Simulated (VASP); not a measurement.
Input of a VASP 6.6.1 run:

The input INCAR:

```
SYSTEM = KBr
PREC = Accurate
ENCUT = 500
EDIFF = 1E-6
ISMEAR = 0
SIGMA = 0.01
LREAL = .False.
LASPH = .True.
NELM = 120
ALGO = Normal
ISIF = 2
LWAVE = .False.
LCHARG = .True.
GGA = CA
LELF = .True.
LVHAR = .True.
NBANDS = 15
GGA_COMPAT = .False.
```

KPOINTS

```
regular mesh
0
Gamma
  2 2 2
  0 0 0
```

File POSCAR:

```
KBr
1.0
    0.0000000000      3.6882992926      3.6882992926
    3.6882992926      0.0000000000      3.6882992926
    3.6882992926      3.6882992926      0.0000000000
K Br
1 1
Direct
    0.0000000000      0.0000000000      0.0000000000
    0.2500000000      0.2500000000      0.2500000000
```

Potentials or basis: VASP PAW LDA potentials, release 64 (K_sv, Br).

The run is started by

```bash
$ cat potpaw_LDA.64/K_sv/POTCAR potpaw_LDA.64/Br/POTCAR > POTCAR
$ mpirun -np 1 vasp_std > vasp.out
```

(1) Estimate the pressure.

(2) Estimate the band gap on the k mesh.

## Answers

(1) -0.9 GPa.

(2) 3.97 eV, indirect (least direct gap 3.99 eV).

Caveat: the k points lie up to 0.74 Å⁻¹ apart.
